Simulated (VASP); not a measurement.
# Be3Co (I4/mmm) in VASP: a series of runs

The runs below take Be3Co through single point, with LDA.

All numbers are computed with VASP 6.6.1; they aren't measurements. Logs are shortened: lines on timing, memory, paths and dates and some standing lists are left out, and cuts for length are marked.

### Step 1. The cell of the first run

The structure is tetragonal, space group I4/mmm (No. 139). The conventional cell has a = 3.092 Å, b = 3.092 Å, c = 6.988 Å, α = 90.00°, β = 90.00°, γ = 90.00°. Within 2.9 Å of Be (site symmetry -4m2) lie 8 Be at 2.19 to 2.33 Å and 4 Co at 2.33 Å. Be (site symmetry 4/mmm) has 4 Co at 2.19 Å and 8 Be at 2.33 Å within 2.9 Å. Within 2.9 Å of Co (site symmetry 4/mmm) lie 12 Be at 2.19 to 2.33 Å.

### Step 2. Single point, LDA, collinear spin, ferromagnetic start

File INCAR:

```
ALGO = Normal ; EDIFF = 1E-6
ENCUT = 520 ; GGA = CA
ISIF = 2 ; ISMEAR = 1
ISPIN = 2 ; LASPH = True
LCHARG = False ; LMAXMIX = 4
LORBIT = 11 ; LREAL = False
LWAVE = False ; MAGMOM = 0.07 0.07 0.06 1.19
NBANDS = 20 ; NELM = 150
NUPDOWN = 1.5 ; PREC = Accurate
SIGMA = 0.15
```

File KPOINTS:

```
k-points
0
Gamma
  10 10 10
```

File POSCAR:

```
Be3Co
1.0
   -1.5462136300      1.5462136300      3.4937730100
    1.5462136300     -1.5462136300      3.4937730100
    1.5462136300      1.5462136300     -3.4937730100
Be Co
3 1
Direct
    0.7499999993      0.2499999993      0.5000000000
    0.2499999993      0.7499999993      0.5000000000
    0.5000000000      0.5000000000      0.0000000000
    0.0000000000      0.0000000000      0.0000000000
```

Potentials or basis: VASP PAW LDA potentials, release 64 (Be, Co).

The run is started by

```sh
$ cat potpaw_LDA.64/Be/POTCAR potpaw_LDA.64/Co/POTCAR > POTCAR
$ mpirun -np 1 vasp_std > vasp.out
```

OUTCAR:

```text
EDIFF = 1E-6
   ENCUT = 520
   GGA = CA
   ISIF = 2
   ISMEAR = 1
   ISPIN = 2
   LASPH = True
   LORBIT = 11
   LREAL = False
   NELM = 150
   NUPDOWN = 1.5
   PREC = Accurate

 ion  position               nearest neighbor table
   1  0.750  0.250  0.500-   2 2.19   2 2.19   2 2.19   2 2.19   3 2.33   4 2.33   4 2.33   3 2.33
                             4 2.33   3 2.33   3 2.33   4 2.33
   2  0.250  0.750  0.500-   1 2.19   1 2.19   1 2.19   1 2.19   4 2.33   4 2.33   3 2.33   3 2.33
                             4 2.33   3 2.33   4 2.33   3 2.33
   3  0.500  0.500  0.000-   4 2.19   4 2.19   4 2.19   4 2.19   2 2.33   1 2.33   2 2.33   1 2.33
                             2 2.33   1 2.33   1 2.33   2 2.33
   4  0.000  0.000  0.000-   3 2.19   3 2.19   3 2.19   3 2.19   2 2.33   2 2.33   1 2.33   1 2.33
                             2 2.33   1 2.33   2 2.33   1 2.33

  LATTYP: Found a body centered tetragonal cell.
 ALAT       =     3.0924272600
 C/A-ratio  =     2.2595668168

  Lattice vectors:

 A1 = (  -1.5462136300,   1.5462136300,   3.4937730100)
 A2 = (   1.5462136300,  -1.5462136300,   3.4937730100)
 A3 = (   1.5462136300,   1.5462136300,  -3.4937730100)

Analysis of symmetry for initial positions (statically):
=====================================================================
 Subroutine PRICEL returns:
 Original cell was already a primitive cell.

 Routine SETGRP: Setting up the symmetry group for a
 body centered tetragonal supercell.

 Subroutine GETGRP returns: Found 16 space group operations
 (whereof 16 operations were pure point group operations)
 out of a pool of 16 trial point group operations.

The static configuration has the point symmetry D_4h.

Analysis of symmetry for dynamics (positions and initial velocities):
=====================================================================
 Subroutine PRICEL returns:
 Original cell was already a primitive cell.

 Routine SETGRP: Setting up the symmetry group for a
 body centered tetragonal supercell.

 Subroutine GETGRP returns: Found 16 space group operations
 (whereof 16 operations were pure point group operations)
 out of a pool of 16 trial point group operations.

The dynamic configuration has the point symmetry D_4h.

Analysis of structural, dynamic, and magnetic symmetry:
=====================================================================
 Subroutine PRICEL returns:
 Original cell was already a primitive cell.

 Routine SETGRP: Setting up the symmetry group for a
 body centered tetragonal supercell.

[... 135 lines left out ...]
   AEXX    =    0.0000 exact exchange contribution
   IVDW    =     0    specifies the selected vdW correction
   LEPSILON=     F    determine dielectric tensor
   LRPA    =     F    only Hartree local field effects (RPA)
 spin polarized calculation
 Methfessel and Paxton  Order N= 1 SIGMA  =   0.15
  energy-cutoff  :      520.00
  volume of cell :       33.41
 maximum number of plane-waves:       917
   NGX = 15   NGY = 15   NGZ = 15

 number of electron      15.0000000 magnetization       1.4999945

 Free energy of the ion-electron system (eV)
  ---------------------------------------------------
  ext. energy  EPLUGINS =         0.00000000
  ---------------------------------------------------
  free energy    TOTEN  =       -21.37623712 eV

  energy without entropy =      -21.37562485  energy(sigma->0) =      -21.37603303

 E-fermi :   6.7711     XC(G=0): -11.7207

 val. band max:        8.3668916912   @ k =  -0.4000   0.5000   0.3000
 cond. band min:       6.7941183302   @ k =   0.3000   0.2000   0.2000
 fundamental gap:     -1.5727733610
 Fermi energy:         8.3684949908

 spin component 1

 k-point     1 :       0.0000    0.0000    0.0000
  band No.  band energies     occupation
      1      -2.6760      1.00000
      2       3.9950      1.00000
      3       4.4637      1.00000
      4       4.9840      1.00000
      5       4.9840      1.00000
      6       5.3498      1.00000
[... 517 lines left out ...]
     18      24.5249      0.00000
     19      25.1849      0.00000

 [... further k-points ...]

 spin component 2

 k-point     1 :       0.0000    0.0000    0.0000
  band No.  band energies     occupation
      1      -2.4297      1.00000
      2       5.0983      1.00000
      3       5.2959      1.00000
      4       5.5711      1.00000
      5       5.6671      1.00000
      6       5.6671      1.00000
[... 517 lines left out ...]
     18      24.7595      0.00000
     19      25.4470      0.00000

 [... further k-points ...]

 [bands above 19 left out]

------------------------ aborting loop because EDIFF is reached ----------------------------------------

  FORCE on cell =-STRESS in cart. coord.  units (eV):
  Direction    XX          YY          ZZ          XY          YZ          ZX
  --------------------------------------------------------------------------------------
  -------------------------------------------------------------------------------------
  Total       -0.5644430     -0.5644430     -2.6152654      0.0000000     -0.0000000      0.0000000
  in kB      -27.0668064    -27.0668064   -125.4101492      0.0000000     -0.0000000      0.0000000
  external PRESSURE =     -59.8479206 kB  Pullay stress =       0.0000000 kB

 VOLUME and BASIS-vectors are now :
 -----------------------------------------------------------------------------
  energy-cutoff  :      520.00
  volume of cell :       33.41
      direct lattice vectors                 reciprocal lattice vectors
    -1.546213630  1.546213630  3.493773010     0.000000000  0.323370581  0.143111759
     1.546213630 -1.546213630  3.493773010     0.323370581  0.000000000  0.143111759
     1.546213630  1.546213630 -3.493773010     0.323370581  0.323370581  0.000000000

 POSITION                                       TOTAL-FORCE (eV/Angst)
 -----------------------------------------------------------------------------------
      0.00000      1.54621      1.74689        -0.000000      0.000000      0.000000
      1.54621      0.00000      1.74689         0.000000     -0.000000      0.000000
      0.00000      0.00000      3.49377        -0.000000      0.000000      0.000000
      0.00000      0.00000      0.00000         0.000000      0.000000     -0.000000
 -----------------------------------------------------------------------------------
    total drift:                                0.000000      0.000000     -0.000001

  FREE ENERGIE OF THE ION-ELECTRON SYSTEM (eV)
  ---------------------------------------------------
  free  energy   TOTEN  =       -21.3762371201 eV

  energy  without entropy=      -21.3756248530  energy(sigma->0) =      -21.37603303

 total charge

# of ion       s       p       d       tot
------------------------------------------
    1        0.426   0.725   0.000   1.151
    2        0.426   0.725   0.000   1.151
    3        0.444   0.728   0.000   1.172
    4        0.494   0.619   7.427   8.540
--------------------------------------------------
tot          1.788   2.797   7.427  12.013

 magnetization (x)

# of ion       s       p       d       tot
------------------------------------------
    1        0.005   0.068   0.000   0.073
    2        0.005   0.068   0.000   0.073
    3        0.009   0.047   0.000   0.056
    4        0.020   0.083   1.038   1.141
--------------------------------------------------
tot          0.040   0.266   1.038   1.343
```

Run time: 4.1 min. Hardware: 1 thread of AMD EPYC 7R43 (Zen 3), shared host; peak memory 0.22 GiB.

What came out:

```
Free energy                                           : -21.3762 eV
Pressure                                              : -6.0 GPa
Net moment                                            : 1.50 μB per cell
Site moments                                          : Be +0.07, +0.06; Co +1.14 μB
Valence electrons inside the program's atomic spheres : Be 1.15, 1.17; Co 8.54
```

Caveat: the total moment is fixed, so each spin has its own Fermi level.

### Step 3. Single point, LDA, collinear spin, ferromagnetic start

File INCAR:

```
SYSTEM = Be3Co
ALGO     = Normal         ! electronic algorithm
EDIFF    = 1E-7           ! SCF threshold, eV
ENCUT    = 520            ! plane-wave cutoff, eV
ISIF     = 2              ! what is computed and relaxed
ISMEAR   = 1              ! smearing method
ISPIN    = 2              ! spin polarisation
LASPH    = .TRUE.         ! aspherical terms in the spheres
LCHARG   = .FALSE.        ! write CHGCAR
LMAXMIX  = 4              ! l up to which the mixer works
LORBIT   = 11             ! projections on sites
LREAL    = .FALSE.        ! projectors in reciprocal space
LWAVE    = .FALSE.        ! write WAVECAR
MAGMOM   = 0.12 0.12 0.09 1.47 ! initial moments
NBANDS   = 20             ! bands
NELM     = 150            ! most SCF steps
NUPDOWN  = 2.0            ! fixed moment
PREC     = Accurate       ! precision mode
SIGMA    = 0.15           ! smearing width, eV
```

File KPOINTS:

```
k-points
0
G
  10 10 10
  0 0 0
```

POSCAR is that of step 2.

Potentials or basis: VASP PAW LDA potentials, release 64 (Be, Co).

The run is started by

```sh
$ cat potpaw_LDA.64/Be/POTCAR potpaw_LDA.64/Co/POTCAR > POTCAR
$ mpirun -np 1 vasp_std > vasp.out
```

Wall time 4.7 min (1 thread of AMD EPYC 7R43 (Zen 3), shared host); peak memory 0.21 GiB.

The run converged. Its results:

| Quantity | Value |
| --- | --- |
| Free energy | -20.9098 eV |
| Pressure | -3.3 GPa |
| Net moment | 2.00 μB per cell |
| Site moments | Be +0.12, +0.09; Co +1.41 μB |
| Valence electrons inside the program's atomic spheres | Be 1.15, 1.19; Co 8.52 |

Stress tensor (GPa, compression positive):
```
  1.45   0.00   0.00
  0.00   1.45   0.00
  0.00   0.00 -12.84
```

Caveat: the total moment is fixed, so each spin has its own Fermi level.

### Step 4. Single point, LDA, collinear spin, ferromagnetic start

File INCAR:

```
SYSTEM = Be3Co
PREC = Accurate ; ENCUT = 520
EDIFF = 1E-6 ; ISMEAR = 1
SIGMA = 0.15 ; LREAL = .False.
LASPH = .True. ; NELM = 150
ALGO = Normal ; ISIF = 2
LWAVE = .False. ; LCHARG = .False.
ISPIN = 2 ; MAGMOM = 0.17 0.17 0.12 1.73
LORBIT = 11 ; NUPDOWN = 2.5
LMAXMIX = 4 ; GGA = CA
NBANDS = 20
```

File KPOINTS:

```
regular mesh
0
Gamma
  10 10 10
  0 0 0
```

POSCAR is that of step 3.

The run is started by

```sh
$ cat potpaw_LDA.64/Be/POTCAR potpaw_LDA.64/Co/POTCAR > POTCAR
$ mpirun -np 1 vasp_std > vasp.out
```

Run time: 4.5 min. Hardware: 1 thread of AMD EPYC 7R43 (Zen 3), shared host; peak memory 0.21 GiB.

Results (log left out):

- Free energy: -20.3044 eV
- Pressure: 0.1 GPa
- Net moment: 2.50 μB per cell
- Site moments: Be +0.17, +0.12; Co +1.68 μB
- Valence electrons inside the program's atomic spheres: Be 1.16, 1.20; Co 8.49

Stress tensor (GPa, compression positive):
```
  5.72   0.00   0.00
  0.00   5.72   0.00
  0.00   0.00 -11.27
```

Caveat: the total moment is fixed, so each spin has its own Fermi level.

### Step 5. Summary

```tsv
fixed moment (μB)	pressure (GPa)	moment (μB)
1.5	-6.0	1.50
2.0	-3.3	2.00
2.5	0.1	2.50
```

Alike in all rows: task single point; level LDA; potentials or basis VASP PAW LDA potentials, release 64 (Be, Co); spin collinear, ferromagnetic start; cell as given; k mesh 10 × 10 × 10; cutoff (eV) 520; smearing methfessel-paxton 0.15 eV.

Caveats: the total moment is fixed, so each spin has its own Fermi level.

Total energies depend on the potentials used, so only differences within one code and one set of settings carry meaning.
